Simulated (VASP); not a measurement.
Write the native input for VASP 6.6.1 that does the following.

| Property | Result |
| --- | --- |
| Task | single point |
| Functional | PBEsol |
| Potentials or basis | VASP PAW PBE potentials, release 64 (Pb_d) |
| Cutoff | 520 eV |
| k mesh | 6 × 6 × 6 |
| Occupations | gaussian, width 0.1 eV |
| Spin | no spin polarisation |
| Dipole correction | no |
| Further INCAR settings | ALGO = Fast; EDIFF = 1e-06; NBANDS = 28 |

The structure of Pb lies in POSCAR:

```
Pb
1.0
    5.8856341892      0.0000000000      0.0000000000
   -2.9428170946      5.0971087252      0.0000000000
    0.0000000000      0.0000000000      3.6081496551
Pb
3
Direct
    0.0000000000      0.0000000000      0.0000000000
    0.3333333333      0.6666666667      0.5000000000
    0.6666666667      0.3333333333      0.5000000000
```

The input as run:

INCAR

```
PREC = Accurate
ENCUT = 520
EDIFF = 1E-6
ISMEAR = 0
SIGMA = 0.1
LREAL = F
LASPH = T
NELM = 100
ALGO = Fast
ISIF = 2
LWAVE = F
LCHARG = F
GGA = PS
NBANDS = 28
```

KPOINTS

```
regular mesh
0
Gamma
  6 6 6
```

Potentials or basis: VASP PAW PBE potentials, release 64 (Pb_d).

The run is started by

```console
$ cat potpaw_PBE.64/Pb_d/POTCAR > POTCAR
$ mpirun -np 1 vasp_std > vasp.out
```

Results of the run:

The pressure is -5.8 GPa and the band gap on the k mesh is zero (band 21 reaches 6.38 eV, above the bottom of band 22 at 3.74 eV).

Caveat: the PAW data sets were made with another functional, which shifts forces and pressure a little; spin-orbit coupling is left out, which moves the levels of the heavy elements.

It took 2.2 min on 1 thread of AMD EPYC 7R13, with other jobs on the host, peak memory 0.23 GiB.
